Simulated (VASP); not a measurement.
# Si6Ru (P-62m) in VASP: relaxation of cell and atoms with PBE

Aim: the relaxation of cell and atoms of Si6Ru with PBE.

Everything below comes from runs of VASP 6.6.1. Logs are shortened: lines on timing, memory, paths and dates and some standing lists are left out, and cuts for length are marked.

## 1. The cell of the first run

The structure is hexagonal, space group P-62m (No. 189). Conventional cell: a = 4.726 Å, b = 4.726 Å, c = 5.653 Å, α = 90.00°, β = 90.00°, γ = 120.00°. Within 3.4 Å of Si (site symmetry m) lie 2 Ru at 2.39 to 3.37 Å and 8 Si at 2.43 to 3.22 Å. Ru (site symmetry -62m) has 6 Si at 2.39 Å within 3.2 Å.

The cell was built from a structure type or drawn by symmetry, and may not be a known phase.

## 2. Relaxation of cell and atoms, PBE

INCAR

```
SYSTEM = Si6Ru
  ALGO = Normal
  EDIFF = 1E-6
  EDIFFG = -0.01
  ENCUT = 600
  GGA = PE
  IBRION = 2
  ISIF = 3
  ISMEAR = 0
  LASPH = .True.
  LCHARG = .False.
  LREAL = .False.
  LWAVE = .False.
  NELM = 80
  NSW = 100
  PREC = Accurate
  SIGMA = 0.1
```

KPOINTS

```
k-points
0
Gamma
  6 6 6
  0 0 0
```

POSCAR

```
Si6Ru
1.0
    4.7260659945      0.0000000000      0.0000000000
   -2.3630329973      4.0928932112      0.0000000000
    0.0000000000      0.0000000000      5.6525121579
Si Ru
6 1
Direct
    0.6262786345      0.0000000000      0.2851667254
    0.0000000000      0.6262786345      0.2851667254
    0.3737213655      0.3737213655      0.2851667254
    0.6262786345      0.0000000000      0.7148332746
    0.0000000000      0.6262786345      0.7148332746
    0.3737213655      0.3737213655      0.7148332746
    0.0000000000      0.0000000000      0.0000000000
```

Potentials or basis: VASP PAW PBE potentials, release 64 (Si, Ru_pv).

The run is started by

```bash
$ cat potpaw_PBE.64/Si/POTCAR potpaw_PBE.64/Ru_pv/POTCAR > POTCAR
$ mpirun -np 1 vasp_std > vasp.out
```

OUTCAR:

```text
SYSTEM = Si6Ru
   EDIFF = 1E-6
   EDIFFG = -0.01
   ENCUT = 600
   GGA = PE
   IBRION = 2
   ISIF = 3
   ISMEAR = 0
   LASPH = .True.
   LREAL = .False.
   NELM = 80
   NSW = 100
   PREC = Accurate

 ion  position               nearest neighbor table
   1  0.626  0.000  0.285-   7 2.39   4 2.43   2 2.58   2 2.58   3 2.58   3 2.58   3 3.06   2 3.06

   2  0.000  0.626  0.285-   7 2.39   5 2.43   1 2.58   3 2.58   1 2.58   3 2.58   3 3.06   1 3.06

   3  0.374  0.374  0.285-   7 2.39   6 2.43   2 2.58   1 2.58   2 2.58   1 2.58   1 3.06   2 3.06

   4  0.626  0.000  0.715-   7 2.39   1 2.43   5 2.58   5 2.58   6 2.58   6 2.58   6 3.06   5 3.06

   5  0.000  0.626  0.715-   7 2.39   2 2.43   4 2.58   6 2.58   4 2.58   6 2.58   6 3.06   4 3.06

   6  0.374  0.374  0.715-   7 2.39   3 2.43   5 2.58   4 2.58   5 2.58   4 2.58   4 3.06   5 3.06

   7  0.000  0.000  0.000-   3 2.39   6 2.39   4 2.39   1 2.39   5 2.39   2 2.39

  LATTYP: Found a hexagonal cell.
 ALAT       =     4.7260659945
 C/A-ratio  =     1.1960290365

  Lattice vectors:

 A1 = (   4.7260659945,   0.0000000000,   0.0000000000)
 A2 = (  -2.3630329973,   4.0928932112,   0.0000000000)
 A3 = (   0.0000000000,   0.0000000000,   5.6525121579)

Analysis of symmetry for initial positions (statically):
=====================================================================
 Subroutine PRICEL returns:
 Original cell was already a primitive cell.

 Routine SETGRP: Setting up the symmetry group for a
 hexagonal supercell.

 Subroutine GETGRP returns: Found 12 space group operations
 (whereof 12 operations were pure point group operations)
 out of a pool of 24 trial point group operations.

The static configuration has the point symmetry D_3h.

Analysis of symmetry for dynamics (positions and initial velocities):
=====================================================================
 Subroutine PRICEL returns:
 Original cell was already a primitive cell.

 Routine SETGRP: Setting up the symmetry group for a
 hexagonal supercell.

 Subroutine GETGRP returns: Found 12 space group operations
 (whereof 12 operations were pure point group operations)
 out of a pool of 24 trial point group operations.

The dynamic configuration has the point symmetry D_3h.

 Subroutine INISYM returns: Found 12 space group operations
 (whereof 12 operations are pure point group operations),
 and found     1 'primitive' translations

----------------------------------------------------------------------------------------

                                     Primitive cell

  volume of cell :     109.3381

  direct lattice vectors                    reciprocal lattice vectors
     4.726065994  0.000000000  0.000000000     0.211592475  0.122162972  0.000000000
    -2.363032997  4.092893211  0.000000000     0.000000000  0.244325945  0.000000000
     0.000000000  0.000000000  5.652512158     0.000000000  0.000000000  0.176912490

  length of vectors
     4.726065994  4.726065995  5.652512158     0.244325945  0.244325945  0.176912490

  position of ions in fractional coordinates (direct lattice)
     0.626278634  0.000000000  0.285166725
     0.000000000  0.626278634  0.285166725
     0.373721366  0.373721366  0.285166725
     0.626278634  0.000000000  0.714833275
     0.000000000  0.626278634  0.714833275
     0.373721366  0.373721366  0.714833275
     0.000000000  0.000000000  0.000000000

  ion indices of the primitive-cell ions
   primitive index   ion index
                 1           1
                 2           2
                 3           3
                 4           4
                 5           5
                 6           6
                 7           7

----------------------------------------------------------------------------------------

 KPOINTS: k-points

Automatic generation of k-mesh.
 Grid dimensions read from file:
 generate k-points for:    6    6    6

 Generating k-lattice:

  Cartesian coordinates                     Fractional coordinates (reciprocal lattice)
     0.035265412  0.020360495  0.000000000     0.166666667  0.000000000  0.000000000
     0.000000000  0.040720991  0.000000000     0.000000000  0.166666667  0.000000000
     0.000000000  0.000000000  0.029485415     0.000000000  0.000000000  0.166666667

  Length of vectors
     0.040720991  0.040720991  0.029485415

  Shift w.r.t. Gamma in fractional coordinates (k-lattice)
     0.000000000  0.000000000  0.000000000

 Subroutine IBZKPT returns following result:
 ===========================================

 Found     28 irreducible k-points:

 Following reciprocal coordinates:
            Coordinates               Weight
  0.000000  0.000000  0.000000      1.000000
  0.166667  0.000000  0.000000      6.000000
  0.333333 -0.000000  0.000000      6.000000
  0.500000  0.000000  0.000000      3.000000
  0.166667  0.166667  0.000000      6.000000
  0.333333  0.166667  0.000000     12.000000
[... 16 lines left out ...]
  0.166667  0.000000  0.500000      6.000000
  0.333333 -0.000000  0.500000      6.000000
 [... further k-points ...]
   k-points           NKPTS =     28   k-points in BZ     NKDIM =     28   number of bands    NBANDS=     23
   number of dos      NEDOS =    301   number of ions     NIONS =      7
   total plane-waves  NPLWV =  76800
   dimension x,y,z NGX =    40 NGY =   40 NGZ =   48
   dimension x,y,z NGXF=    80 NGYF=   80 NGZF=   96
   ions per type =               6   1
   NGX,Y,Z   is equivalent  to a cutoff of  14.07, 14.07, 14.12 a.u.
   NGXF,Y,Z  is equivalent  to a cutoff of  28.14, 28.14, 28.23 a.u.
 SYSTEM =  Si6Ru
   PREC   = accura    normal or accurate (medium, high low for compatibility)
   ISTART =      0    job   : 0-new  1-cont  2-samecut
   ICHARG =      2    charge: 1-file 2-atom 10-const
   ISPIN  =      1    spin polarized calculation?
   LNONCOLLINEAR =      F non collinear calculations
   LSORBIT =      F    spin-orbit coupling
   LASPH  =      T    aspherical Exc in radial PAW
   ENCUT  =  600.0 eV  44.10 Ry    6.64 a.u.   9.44  9.44 11.29*2*pi/ulx,y,z
   NELM   =     80;   NELMIN=  2; NELMDL= -5     # of ELM steps
   EDIFF  = 0.1E-05   stopping-criterion for ELM
   LREAL  =      F    real-space projection
   EDIFFG = -.1E-01   stopping-criterion for IOM
   NSW    =    100    number of steps for IOM
   IBRION =      2    ionic relax: 0-MD 1-quasi-New 2-CG
   NFREE  =      1    steps in history (QN), initial steepest desc. (CG)
   ISIF   =      3    stress and relaxation
   ISYM   =      2    0-nonsym 1-usesym 2-fastsym
   POTIM  = 0.5000    time-step for ionic-motion
   TEBEG  =    0.0;   TEEND  =   0.0 temperature during run
   PSTRESS=    0.0 pullay stress
   NELECT =      38.0000    total number of electrons
   NUPDOWN=      -1.0000    fix difference up-down
   EMIN   =  10.00;   EMAX   =-10.00  energy-range for DOS
   EFERMI =   0.00;   METHOD = LEGACY
   ISMEAR =     0;   SIGMA  =   0.10  broadening in eV -4-tet -1-fermi 0-gaus
   EFERMI_NEDOS =   21; number of points for ismear=-14 and -15
   IALGO  =     38    algorithm
   IMIX   =      4    mixing-type and parameters
     AMIX     =   0.40;   BMIX     =  1.00
     AMIX_MAG =   1.60;   BMIX_MAG =  1.00
  volume/ion in A,a.u.               =      15.62       105.41
  Fermi-wavevector in a.u.,A,eV,Ry     =   1.151009  2.175092 18.025300  1.324822
  Thomas-Fermi vector in A             =   2.287670
   LORBIT       =      0    0 simple, 1 ext, 2 COOP (PROOUT), +10 PAW based schemes
   GGA     = PE    functional components
   LHFCALC =     F    Hartree Fock is set to
   AEXX    =    0.0000 exact exchange contribution
   IVDW    =     0    specifies the selected vdW correction
   LEPSILON=     F    determine dielectric tensor
   LRPA    =     F    only Hartree local field effects (RPA)
 conjugate gradient relaxation of ions
 non-spin polarized calculation
 Gauss-broadening in eV      SIGMA  =   0.10
  energy-cutoff  :      600.00
  volume of cell :      109.34
 maximum number of plane-waves:      3674
 NGX is ok and might be reduce to    40
   NGX = 19   NGY = 19   NGZ = 23

--------------------------------------- Ionic step        1  -------------------------------------------

 number of electron      37.9999996 magnetization

 Free energy of the ion-electron system (eV)
  ---------------------------------------------------
  ext. energy  EPLUGINS =         0.00000000
  ---------------------------------------------------
  free energy    TOTEN  =       -40.71296851 eV

  energy without entropy =      -40.69342674  energy(sigma->0) =      -40.70319762

------------------------ aborting loop because EDIFF is reached ----------------------------------------

  FORCE on cell =-STRESS in cart. coord.  units (eV):
  Direction    XX          YY          ZZ          XY          YZ          ZX
  --------------------------------------------------------------------------------------
  -------------------------------------------------------------------------------------
  Total        0.3990409      0.3990409      0.4319329     -0.0000000      0.0000000      0.0000000
  in kB        5.8473121      5.8473121      6.3292925     -0.0000000      0.0000000      0.0000000
  external PRESSURE =       6.0079722 kB  Pullay stress =       0.0000000 kB
[... 104 lines left out ...]
  FREE ENERGIE OF THE ION-ELECTRON SYSTEM (eV)
  ---------------------------------------------------
  free  energy   TOTEN  =       -40.7144844521 eV

  energy  without entropy=      -40.6950754937  energy(sigma->0) =      -40.70477997

[... ionic steps 4 to 8 ...]

--------------------------------------- Ionic step        9  -------------------------------------------

 number of electron      37.9999999 magnetization

------------------------ aborting loop because EDIFF is reached ----------------------------------------

  FORCE on cell =-STRESS in cart. coord.  units (eV):
  Direction    XX          YY          ZZ          XY          YZ          ZX
  --------------------------------------------------------------------------------------
  -------------------------------------------------------------------------------------
  Total       -0.0230817     -0.0230817      0.1189104      0.0000000     -0.0000000      0.0000000
  in kB       -0.3354652     -0.3354652      1.7282196      0.0000000     -0.0000000      0.0000000
  external PRESSURE =       0.3524298 kB  Pullay stress =       0.0000000 kB
[... 67 lines left out ...]
  energy  without entropy=      -40.7021852555  energy(sigma->0) =      -40.71076359

--------------------------------------- Ionic step       11  -------------------------------------------

 number of electron      38.0000000 magnetization

 Free energy of the ion-electron system (eV)
  ---------------------------------------------------
  ext. energy  EPLUGINS =         0.00000000
  ---------------------------------------------------
  free energy    TOTEN  =       -40.71940964 eV

  energy without entropy =      -40.70226547  energy(sigma->0) =      -40.71083756

 E-fermi :   9.1217     XC(G=0): -11.0164

 val. band max:        9.1136158071   @ k =   0.3333  -0.0000   0.3333
 cond. band min:       9.1241222601   @ k =   0.3333  -0.0000   0.5000
 fundamental gap:      0.0105064530
 Fermi energy:         9.1217383002

 k-point     1 :       0.0000    0.0000    0.0000
  band No.  band energies     occupation
      1     -33.7113      2.00000
      2     -33.5684      2.00000
      3     -33.5684      2.00000
      4      -4.2076      2.00000
      5      -0.7944      2.00000
      6       2.4336      2.00000
[... 613 lines left out ...]
     22      10.8642      0.00000
     23      11.3374      0.00000

 [... further k-points ...]
[... 5 lines left out ...]
  --------------------------------------------------------------------------------------
  -------------------------------------------------------------------------------------
  Total       -0.0166778     -0.0166778      0.0016182      0.0000000      0.0000000      0.0000000
  in kB       -0.2423545     -0.2423545      0.0235151      0.0000000      0.0000000      0.0000000
  external PRESSURE =      -0.1537313 kB  Pullay stress =       0.0000000 kB
[... 22 lines left out ...]
  FREE ENERGIE OF THE ION-ELECTRON SYSTEM (eV)
  ---------------------------------------------------
  free  energy   TOTEN  =       -40.7194096415 eV

  energy  without entropy=      -40.7022654719  energy(sigma->0) =      -40.71083756

 reached required accuracy - stopping structural energy minimisation
```

Wall time 3.9 min (1 thread of Intel Xeon 6975P-C (Granite Rapids), shared host); peak memory 0.31 GiB.

What came out:

```yaml
Free_energy: -40.7194 eV
Relaxed_volume: 15.75 Å³/atom
Relaxed_cell: a = 4.726 Å, b = 4.726 Å, c = 5.700 Å, α = 90.00°, β = 90.00°, γ = 120.00°
Space_group_after_relaxing_to_0.1_Å: P-62m (No. 189)
Energy_gained_by_relaxing: 0.9 meV/atom
Ionic_steps: 11
Pressure_after_relaxing: 0.0 GPa
Largest_force_after_relaxing: 0.007 eV/Å
Band_gap_on_the_k_mesh: zero (bands 19 and 20 overlap by 2.34 eV)
```

Forces in eV/Å, atoms in the order of the input:
```
Si  -0.004  0.000  0.006
Si   0.002 -0.003  0.006
Si   0.002  0.003  0.006
Si  -0.004  0.000 -0.006
Si   0.002 -0.003 -0.006
Si   0.002  0.003 -0.006
Ru   0.000  0.000  0.000
```

The path:
```tsv
step	energy change (eV)	largest force (eV/Å)	pressure (GPa)	volume (Å³)
1	0.0000	0.0497	0.60	109.34
2	-0.0013	0.0576	-0.39	110.27
3	-0.0015	0.0537	-0.12	110.01
4	-0.0024	0.0473	-0.11	110.04
5	-0.0043	0.0267	-0.05	110.13
6	-0.0040	0.0450	0.07	110.31
7	-0.0049	0.0177	-0.02	110.21
8	-0.0056	0.0071	0.01	110.22
9	-0.0063	0.0132	0.04	110.24
10	-0.0064	0.0200	0.01	110.24
11	-0.0064	0.0075	-0.02	110.25
```

Final structure:
```cif
data_structure
_symmetry_space_group_name_H-M 'P 1'
_symmetry_Int_Tables_number 1
_cell_length_a 4.7260
_cell_length_b 4.7260
_cell_length_c 5.7000
_cell_angle_alpha 90.000
_cell_angle_beta 90.000
_cell_angle_gamma 120.000
_cell_volume 110.25
loop_
_atom_site_label
_atom_site_type_symbol
_atom_site_fract_x
_atom_site_fract_y
_atom_site_fract_z
_atom_site_occupancy
Si1 Si 0.63197 0.00000 0.28741 1
Si2 Si 0.00000 0.63197 0.28741 1
Si3 Si 0.36803 0.36803 0.28741 1
Si4 Si 0.63197 0.00000 0.71259 1
Si5 Si 0.00000 0.63197 0.71259 1
Si6 Si 0.36803 0.36803 0.71259 1
Ru1 Ru 0.00000 0.00000 0.00000 1
```

Levels at points of the mesh, in eV from the Fermi level:
```tsv
k point	band 15	band 16	band 17	band 18	band 19	band 20	band 21	band 22	band 23
(0.00, 0.00, 0.00)	-2.73	-2.73	-2.59	-1.76	-1.76	-0.32	-0.09	1.56	1.56
(0.50, 0.00, 0.00)	-2.71	-2.37	-1.89	-0.40	-0.18	1.15	1.17	2.37	2.49
(0.00, 0.00, 0.50)	-3.36	-2.61	-2.61	-2.53	-1.83	-1.40	-1.40	0.28	0.28
(0.50, 0.00, 0.50)	-2.54	-1.50	-1.38	-0.74	0.39	1.84	1.98	2.29	2.30
```
